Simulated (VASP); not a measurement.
# In3H (Pm-3m) in VASP: a series of runs

In3H is run at these levels: PBE; tasks: single point, relaxation of cell and atoms.

Program: VASP 6.6.1. These are calculated values, not measurements. Logs are shortened: lines on timing, memory, paths and dates and some standing lists are left out, and cuts for length are marked.

### Step 1. The cell of the first run

The structure is cubic, space group Pm-3m (No. 221). Conventional cell: a = 4.530 Å, b = 4.530 Å, c = 4.530 Å, α = 90.00°, β = 90.00°, γ = 90.00°. In (site symmetry 4/mmm) has 8 In at 3.20 Å and 4 H at 3.20 Å within 4.2 Å. Within 4.2 Å of H (site symmetry m-3m) lie 12 In at 3.20 Å.

### Step 2. Single point, PBE

The input, INCAR:

```
PREC = Accurate ; ENCUT = 520
EDIFF = 1E-6 ; ISMEAR = 0
SIGMA = 0.1 ; LREAL = F
LASPH = T ; NELM = 60
ALGO = Normal ; ISIF = 2
LWAVE = F ; LCHARG = F
GGA = PE ; NBANDS = 28
```

The input, KPOINTS:

```
Automatic mesh
0
Gamma
  4 4 4
```

The input, POSCAR:

```
In3H
1.0
    4.5299760447      0.0000000000      0.0000000000
    0.0000000000      4.5299760447      0.0000000000
    0.0000000000      0.0000000000      4.5299760447
In H
3 1
Direct
    0.0000000000      0.5000000000      0.5000000000
    0.5000000000      0.0000000000      0.5000000000
    0.5000000000      0.5000000000      0.0000000000
    0.0000000000      0.0000000000      0.0000000000
```

Potentials or basis: VASP PAW PBE potentials, release 64 (In_d, H).

Started as:

```sh
cat potpaw_PBE.64/In_d/POTCAR potpaw_PBE.64/H/POTCAR > POTCAR
mpirun -np 1 vasp_std > vasp.out
```

OUTCAR:

```text
PREC = Accurate
   ENCUT = 520
   EDIFF = 1E-6
   ISMEAR = 0
   LREAL = F
   LASPH = T
   NELM = 60
   ISIF = 2
   GGA = PE

 ion  position               nearest neighbor table
   1  0.000  0.500  0.500-   2 3.20   3 3.20   3 3.20   2 3.20   2 3.20   3 3.20   3 3.20   2 3.20

   2  0.500  0.000  0.500-   1 3.20   3 3.20   3 3.20   1 3.20   3 3.20   3 3.20   1 3.20   1 3.20

   3  0.500  0.500  0.000-   1 3.20   2 3.20   1 3.20   2 3.20   2 3.20   2 3.20   1 3.20   1 3.20

   4  0.000  0.000  0.000-

  LATTYP: Found a simple cubic cell.
 ALAT       =     4.5299760447

  Lattice vectors:

 A1 = (   4.5299760447,   0.0000000000,   0.0000000000)
 A2 = (   0.0000000000,   4.5299760447,   0.0000000000)
 A3 = (   0.0000000000,   0.0000000000,   4.5299760447)

Analysis of symmetry for initial positions (statically):
=====================================================================
 Subroutine PRICEL returns:
 Original cell was already a primitive cell.

 Routine SETGRP: Setting up the symmetry group for a
 simple cubic supercell.

 Subroutine GETGRP returns: Found 48 space group operations
 (whereof 48 operations were pure point group operations)
 out of a pool of 48 trial point group operations.

The static configuration has the point symmetry O_h .

Analysis of symmetry for dynamics (positions and initial velocities):
=====================================================================
 Subroutine PRICEL returns:
 Original cell was already a primitive cell.

 Routine SETGRP: Setting up the symmetry group for a
 simple cubic supercell.

 Subroutine GETGRP returns: Found 48 space group operations
 (whereof 48 operations were pure point group operations)
 out of a pool of 48 trial point group operations.

The dynamic configuration has the point symmetry O_h .

 Subroutine INISYM returns: Found 48 space group operations
 (whereof 48 operations are pure point group operations),
 and found     1 'primitive' translations

----------------------------------------------------------------------------------------

                                     Primitive cell

  volume of cell :      92.9582

  direct lattice vectors                    reciprocal lattice vectors
     4.529976045  0.000000000  0.000000000     0.220751719  0.000000000  0.000000000
     0.000000000  4.529976045  0.000000000     0.000000000  0.220751719  0.000000000
     0.000000000  0.000000000  4.529976045     0.000000000  0.000000000  0.220751719

  length of vectors
     4.529976045  4.529976045  4.529976045     0.220751719  0.220751719  0.220751719

  position of ions in fractional coordinates (direct lattice)
     0.000000000  0.500000000  0.500000000
     0.500000000  0.000000000  0.500000000
     0.500000000  0.500000000  0.000000000
     0.000000000  0.000000000  0.000000000

  ion indices of the primitive-cell ions
   primitive index   ion index
                 1           1
                 2           2
                 3           3
                 4           4

----------------------------------------------------------------------------------------

 KPOINTS: Automatic mesh

Automatic generation of k-mesh.
 Grid dimensions read from file:
 generate k-points for:    4    4    4

 Generating k-lattice:

  Cartesian coordinates                     Fractional coordinates (reciprocal lattice)
     0.055187930  0.000000000  0.000000000     0.250000000  0.000000000  0.000000000
     0.000000000  0.055187930  0.000000000     0.000000000  0.250000000  0.000000000
     0.000000000  0.000000000  0.055187930     0.000000000  0.000000000  0.250000000

  Length of vectors
     0.055187930  0.055187930  0.055187930

  Shift w.r.t. Gamma in fractional coordinates (k-lattice)
     0.000000000  0.000000000  0.000000000

 Subroutine IBZKPT returns following result:
 ===========================================

 Found     10 irreducible k-points:

 Following reciprocal coordinates:
            Coordinates               Weight
  0.000000  0.000000  0.000000      1.000000
  0.250000  0.000000  0.000000      6.000000
  0.500000  0.000000  0.000000      3.000000
  0.250000  0.250000  0.000000     12.000000
  0.500000  0.250000  0.000000     12.000000
  0.500000  0.500000  0.000000      3.000000
  0.250000  0.250000  0.250000      8.000000
  0.500000  0.250000  0.250000     12.000000
  0.500000  0.500000  0.250000      6.000000
  0.500000  0.500000  0.500000      1.000000
   k-points           NKPTS =     10   k-points in BZ     NKDIM =     10   number of bands    NBANDS=     28
   number of dos      NEDOS =    301   number of ions     NIONS =      4
   total plane-waves  NPLWV =  46656
   dimension x,y,z NGX =    36 NGY =   36 NGZ =   36
   dimension x,y,z NGXF=    72 NGYF=   72 NGZF=   72
   ions per type =               3   1
   NGX,Y,Z   is equivalent  to a cutoff of  13.21, 13.21, 13.21 a.u.
   NGXF,Y,Z  is equivalent  to a cutoff of  26.42, 26.42, 26.42 a.u.
 SYSTEM =  unknown system
   PREC   = accura    normal or accurate (medium, high low for compatibility)
   ISTART =      0    job   : 0-new  1-cont  2-samecut
   ICHARG =      2    charge: 1-file 2-atom 10-const
   ISPIN  =      1    spin polarized calculation?
   LNONCOLLINEAR =      F non collinear calculations
   LSORBIT =      F    spin-orbit coupling
   LASPH  =      T    aspherical Exc in radial PAW
   ENCUT  =  520.0 eV  38.22 Ry    6.18 a.u.   8.42  8.42  8.42*2*pi/ulx,y,z
   NELM   =     60;   NELMIN=  2; NELMDL= -5     # of ELM steps
   EDIFF  = 0.1E-05   stopping-criterion for ELM
   LREAL  =      F    real-space projection
   EDIFFG = 0.1E-04   stopping-criterion for IOM
   NSW    =      0    number of steps for IOM
   IBRION =     -1    ionic relax: 0-MD 1-quasi-New 2-CG
   NFREE  =      0    steps in history (QN), initial steepest desc. (CG)
   ISIF   =      2    stress and relaxation
   ISYM   =      2    0-nonsym 1-usesym 2-fastsym
   POTIM  = 0.5000    time-step for ionic-motion
   TEBEG  =    0.0;   TEEND  =   0.0 temperature during run
   PSTRESS=    0.0 pullay stress
   NELECT =      40.0000    total number of electrons
   NUPDOWN=      -1.0000    fix difference up-down
   EMIN   =  10.00;   EMAX   =-10.00  energy-range for DOS
   EFERMI =   0.00;   METHOD = LEGACY
   ISMEAR =     0;   SIGMA  =   0.10  broadening in eV -4-tet -1-fermi 0-gaus
   EFERMI_NEDOS =   21; number of points for ismear=-14 and -15
   IALGO  =     38    algorithm
   IMIX   =      4    mixing-type and parameters
     AMIX     =   0.40;   BMIX     =  1.00
     AMIX_MAG =   1.60;   BMIX_MAG =  1.00
  volume/ion in A,a.u.               =      23.24       156.83
  Fermi-wavevector in a.u.,A,eV,Ry     =   1.235944  2.335596 20.783695  1.527558
  Thomas-Fermi vector in A             =   2.370573
   LORBIT       =      0    0 simple, 1 ext, 2 COOP (PROOUT), +10 PAW based schemes
   GGA     = PE    functional components
   LHFCALC =     F    Hartree Fock is set to
   AEXX    =    0.0000 exact exchange contribution
   IVDW    =     0    specifies the selected vdW correction
   LEPSILON=     F    determine dielectric tensor
   LRPA    =     F    only Hartree local field effects (RPA)
 non-spin polarized calculation
 Gauss-broadening in eV      SIGMA  =   0.10
  energy-cutoff  :      520.00
  volume of cell :       92.96
 maximum number of plane-waves:      2522
 NGX is ok and might be reduce to    36
   NGX = 17   NGY = 17   NGZ = 17

 number of electron      40.0000038 magnetization

 Free energy of the ion-electron system (eV)
  ---------------------------------------------------
  ext. energy  EPLUGINS =         0.00000000
  ---------------------------------------------------
  free energy    TOTEN  =        -9.25867087 eV

  energy without entropy =       -9.23035376  energy(sigma->0) =       -9.24451231

 E-fermi :   5.6978     XC(G=0):  -9.6330

 val. band max:        5.6846413475   @ k =   0.2500   0.2500   0.2500
 cond. band min:       5.7032390618   @ k =   0.2500   0.2500   0.0000
 fundamental gap:      0.0185977142
 Fermi energy:         5.6977641103

 k-point     1 :       0.0000    0.0000    0.0000
  band No.  band energies     occupation
      1      -9.1158      2.00000
      2      -9.1158      2.00000
      3      -9.1158      2.00000
      4      -9.1026      2.00000
      5      -8.9297      2.00000
      6      -8.9297      2.00000
[... 20 lines left out ...]
     27      12.8131      0.00000
     28      12.8131      0.00000

 k-point     2 :       0.2500    0.0000    0.0000
  band No.  band energies     occupation
      1      -9.1027      2.00000
      2      -9.0369      2.00000
      3      -9.0322      2.00000
      4      -9.0322      2.00000
      5      -8.9184      2.00000
      6      -8.8754      2.00000
[... 20 lines left out ...]
     27      12.6047      0.00000
     28      12.6047      0.00000

 k-point     3 :       0.5000    0.0000    0.0000
  band No.  band energies     occupation
      1      -9.0887      2.00000
      2      -8.9494      2.00000
      3      -8.8940      2.00000
      4      -8.8478      2.00000
      5      -8.8478      2.00000
      6      -8.7927      2.00000
[... 20 lines left out ...]
     27      13.1702      0.00000
     28      13.1702      0.00000

 k-point     4 :       0.2500    0.2500    0.0000
  band No.  band energies     occupation
      1      -9.0455      2.00000
      2      -9.0267      2.00000
      3      -8.9957      2.00000
      4      -8.9525      2.00000
      5      -8.8916      2.00000
      6      -8.8292      2.00000
[... 20 lines left out ...]
     27      11.2332      0.00000
     28      13.2642      0.00000

 k-point     5 :       0.5000    0.2500    0.0000
  band No.  band energies     occupation
      1      -9.0165      2.00000
      2      -8.9442      2.00000
      3      -8.9172      2.00000
      4      -8.8588      2.00000
      5      -8.8413      2.00000
      6      -8.7922      2.00000
[... 20 lines left out ...]
     27      11.7569      0.00000
     28      12.6720      0.00000

 k-point     6 :       0.5000    0.5000    0.0000
  band No.  band energies     occupation
      1      -8.9594      2.00000
      2      -8.9594      2.00000
      3      -8.8954      2.00000
      4      -8.8313      2.00000
      5      -8.7899      2.00000
      6      -8.7899      2.00000
[... 20 lines left out ...]
     27      12.3588      0.00000
     28      14.9083      0.00000

 k-point     7 :       0.2500    0.2500    0.2500
  band No.  band energies     occupation
      1      -9.0496      2.00000
      2      -8.9869      2.00000
      3      -8.9869      2.00000
      4      -8.8930      2.00000
      5      -8.8323      2.00000
      6      -8.8323      2.00000
[... 20 lines left out ...]
     27      12.9075      0.00000
     28      13.8757      0.00000

 k-point     8 :       0.5000    0.2500    0.2500
  band No.  band energies     occupation
      1      -9.0120      2.00000
      2      -8.9336      2.00000
      3      -8.9246      2.00000
      4      -8.9033      2.00000
      5      -8.8903      2.00000
      6      -8.8524      2.00000
[... 20 lines left out ...]
     27      12.6889      0.00000
     28      14.1974      0.00000

 k-point     9 :       0.5000    0.5000    0.2500
  band No.  band energies     occupation
      1      -8.9656      2.00000
      2      -8.9656      2.00000
      3      -8.9551      2.00000
      4      -8.8997      2.00000
      5      -8.8997      2.00000
      6      -8.8978      2.00000
[... 20 lines left out ...]
     27      14.0231      0.00000
     28      15.0834      0.00000

 k-point    10 :       0.5000    0.5000    0.5000
  band No.  band energies     occupation
      1      -8.9944      2.00000
      2      -8.9944      2.00000
      3      -8.9944      2.00000
      4      -8.9372      2.00000
      5      -8.9289      2.00000
      6      -8.9289      2.00000
[... 20 lines left out ...]
     27      16.2890      0.00000
     28      16.2890      0.00000

------------------------ aborting loop because EDIFF is reached ----------------------------------------

  FORCE on cell =-STRESS in cart. coord.  units (eV):
  Direction    XX          YY          ZZ          XY          YZ          ZX
  --------------------------------------------------------------------------------------
  -------------------------------------------------------------------------------------
  Total        0.1879572      0.1879572      0.1879572      0.0000000      0.0000000      0.0000000
  in kB        3.2395295      3.2395295      3.2395295      0.0000000      0.0000000      0.0000000
  external PRESSURE =       3.2395295 kB  Pullay stress =       0.0000000 kB

 VOLUME and BASIS-vectors are now :
 -----------------------------------------------------------------------------
  energy-cutoff  :      520.00
  volume of cell :       92.96
      direct lattice vectors                 reciprocal lattice vectors
     4.529976045  0.000000000  0.000000000     0.220751719  0.000000000  0.000000000
     0.000000000  4.529976045  0.000000000     0.000000000  0.220751719  0.000000000
     0.000000000  0.000000000  4.529976045     0.000000000  0.000000000  0.220751719

 POSITION                                       TOTAL-FORCE (eV/Angst)
 -----------------------------------------------------------------------------------
      0.00000      2.26499      2.26499         0.000000      0.000000      0.000000
      2.26499      0.00000      2.26499         0.000000      0.000000      0.000000
      2.26499      2.26499      0.00000         0.000000      0.000000      0.000000
      0.00000      0.00000      0.00000         0.000000      0.000000      0.000000
 -----------------------------------------------------------------------------------
    total drift:                                0.000000      0.000000      0.000000

  FREE ENERGIE OF THE ION-ELECTRON SYSTEM (eV)
  ---------------------------------------------------
  free  energy   TOTEN  =        -9.2586708675 eV

  energy  without entropy=       -9.2303537609  energy(sigma->0) =       -9.24451231
```

It took 30 s on 1 thread of Oxide Virtual Turin-like, shared host; peak memory 0.18 GiB.

Results:

* Free energy: -9.2587 eV
* Pressure: 0.3 GPa
* Band gap on the k mesh: zero (bands 20 and 21 overlap by 3.17 eV)

Caveat: spin-orbit coupling is left out, which moves the levels of the heavy elements.

### Step 3. Single point, PBE

This run uses another cell than the first one, of 22.85 Å³/atom.

The input, INCAR:

```
  PREC = Accurate
  ENCUT = 520
  EDIFF = 1E-6
  ISMEAR = 0
  SIGMA = 0.1
  LREAL = F
  LASPH = T
  NELM = 100
  ALGO = Fast
  ISIF = 2
  LWAVE = F
  LCHARG = F
  GGA = PE
  NBANDS = 28
```

The input, KPOINTS:

```
Automatic mesh
0
Gamma
  10 10 10
```

The input, POSCAR:

```
In3H
1.0
    4.5044447572      0.0000000000      0.0000000000
    0.0000000000      4.5044447572      0.0000000000
    0.0000000000      0.0000000000      4.5044447572
In H
3 1
Direct
    0.0000000000      0.5000000000      0.5000000000
    0.5000000000      0.0000000000      0.5000000000
    0.5000000000      0.5000000000      0.0000000000
    0.0000000000      0.0000000000      0.0000000000
```

Potentials or basis: VASP PAW PBE potentials, release 64 (In_d, H).

Started as:

```sh
cat potpaw_PBE.64/In_d/POTCAR potpaw_PBE.64/H/POTCAR > POTCAR
mpirun -np 1 vasp_std > vasp.out
```

OUTCAR:

```text
PREC = Accurate
   ENCUT = 520
   EDIFF = 1E-6
   ISMEAR = 0
   LREAL = F
   LASPH = T
   NELM = 100
   ISIF = 2
   GGA = PE

 ion  position               nearest neighbor table
   1  0.000  0.500  0.500-   2 3.19   3 3.19   3 3.19   2 3.19   2 3.19   3 3.19   3 3.19   2 3.19

   2  0.500  0.000  0.500-   1 3.19   3 3.19   3 3.19   1 3.19   3 3.19   3 3.19   1 3.19   1 3.19

   3  0.500  0.500  0.000-   1 3.19   2 3.19   1 3.19   2 3.19   2 3.19   2 3.19   1 3.19   1 3.19

   4  0.000  0.000  0.000-

  LATTYP: Found a simple cubic cell.
 ALAT       =     4.5044447572

  Lattice vectors:

 A1 = (   4.5044447572,   0.0000000000,   0.0000000000)
 A2 = (   0.0000000000,   4.5044447572,   0.0000000000)
 A3 = (   0.0000000000,   0.0000000000,   4.5044447572)

Analysis of symmetry for initial positions (statically):
=====================================================================
 Subroutine PRICEL returns:
 Original cell was already a primitive cell.

[... 168 lines left out ...]
  ---------------------------------------------------
  ext. energy  EPLUGINS =         0.00000000
  ---------------------------------------------------
  free energy    TOTEN  =        -9.31034167 eV

  energy without entropy =       -9.29652132  energy(sigma->0) =       -9.30343150

 E-fermi :   5.9206     XC(G=0):  -9.7171

 val. band max:        5.8885241139   @ k =   0.3000   0.2000   0.0000
 cond. band min:       5.9381238024   @ k =   0.4000   0.3000   0.2000
 fundamental gap:      0.0495996885
 Fermi energy:         5.9206039104

 k-point     1 :       0.0000    0.0000    0.0000
  band No.  band energies     occupation
      1      -8.9853      2.00000
      2      -8.9853      2.00000
      3      -8.9853      2.00000
      4      -8.9697      2.00000
      5      -8.7980      2.00000
      6      -8.7980      2.00000
[... 733 lines left out ...]
     27      11.8399      0.00000
     28      13.1742      0.00000

 [... further k-points ...]
[... 5 lines left out ...]
  --------------------------------------------------------------------------------------
  -------------------------------------------------------------------------------------
  Total       -0.0053620     -0.0053620     -0.0053620      0.0000000      0.0000000     -0.0000000
  in kB       -0.0939977     -0.0939977     -0.0939977      0.0000000      0.0000000     -0.0000000
  external PRESSURE =      -0.0939977 kB  Pullay stress =       0.0000000 kB

 VOLUME and BASIS-vectors are now :
 -----------------------------------------------------------------------------
  energy-cutoff  :      520.00
  volume of cell :       91.40
      direct lattice vectors                 reciprocal lattice vectors
     4.504444757  0.000000000  0.000000000     0.222002945  0.000000000  0.000000000
     0.000000000  4.504444757  0.000000000     0.000000000  0.222002945  0.000000000
     0.000000000  0.000000000  4.504444757     0.000000000  0.000000000  0.222002945

 POSITION                                       TOTAL-FORCE (eV/Angst)
 -----------------------------------------------------------------------------------
      0.00000      2.25222      2.25222         0.000000      0.000000      0.000000
      2.25222      0.00000      2.25222         0.000000      0.000000      0.000000
      2.25222      2.25222      0.00000         0.000000      0.000000      0.000000
      0.00000      0.00000      0.00000         0.000000      0.000000      0.000000
 -----------------------------------------------------------------------------------
    total drift:                                0.000000      0.000000      0.000000

  FREE ENERGIE OF THE ION-ELECTRON SYSTEM (eV)
  ---------------------------------------------------
  free  energy   TOTEN  =        -9.3103416732 eV

  energy  without entropy=       -9.2965213190  energy(sigma->0) =       -9.30343150
```

OSZICAR:

```text
N       E                     dE             d eps       ncg     rms          rms(c)
DAV:   1     0.352983174257E+03    0.35298E+03   -0.19309E+04  3136   0.187E+03
DAV:   2     0.219454952899E+02   -0.33104E+03   -0.32531E+03  3140   0.423E+02
DAV:   3    -0.860331769142E+01   -0.30549E+02   -0.30254E+02  3676   0.151E+02
DAV:   4    -0.967615668157E+01   -0.10728E+01   -0.10721E+01  3776   0.320E+01
DAV:   5    -0.972528519137E+01   -0.49129E-01   -0.49126E-01  4924   0.565E+00    0.475E+00
RMM:   6    -0.932575983215E+01    0.39953E+00   -0.40110E-01  3404   0.521E+00    0.215E+00
RMM:   7    -0.931189255316E+01    0.13867E-01   -0.50561E-02  3892   0.150E+00    0.100E+00
RMM:   8    -0.930989837759E+01    0.19942E-02   -0.19141E-02  3820   0.976E-01    0.124E-01
RMM:   9    -0.931045391844E+01   -0.55554E-03   -0.52546E-03  4631   0.520E-01    0.145E-01
RMM:  10    -0.931035956068E+01    0.94358E-04   -0.12666E-03  5002   0.218E-01    0.149E-01
RMM:  11    -0.931035723825E+01    0.23224E-05   -0.26494E-04  5153   0.813E-02    0.220E-01
RMM:  12    -0.931034144508E+01    0.15793E-04   -0.80207E-05  3799   0.488E-02    0.585E-02
RMM:  13    -0.931034191741E+01   -0.47232E-06   -0.28340E-05  3792   0.269E-02    0.824E-02
RMM:  14    -0.931034167322E+01    0.24419E-06   -0.62907E-06  3352   0.161E-02
   1 F= -.93103417E+01 E0= -.93034315E+01  d E =-.138204E-01
```

It took 2.8 min on 1 thread of Oxide Virtual Turin-like, shared host; peak memory 0.24 GiB.

What came out:

| Item | Value |
| --- | --- |
| Free energy | -9.3103 eV |
| Pressure | 0.0 GPa |
| Band gap on the k mesh | zero (bands 20 and 21 overlap by 3.21 eV) |

Caveat: spin-orbit coupling is left out, which moves the levels of the heavy elements.

[end of part 1 of 2]

The gap in the log of VASP goes by the Fermi energy; the results here count the filled bands.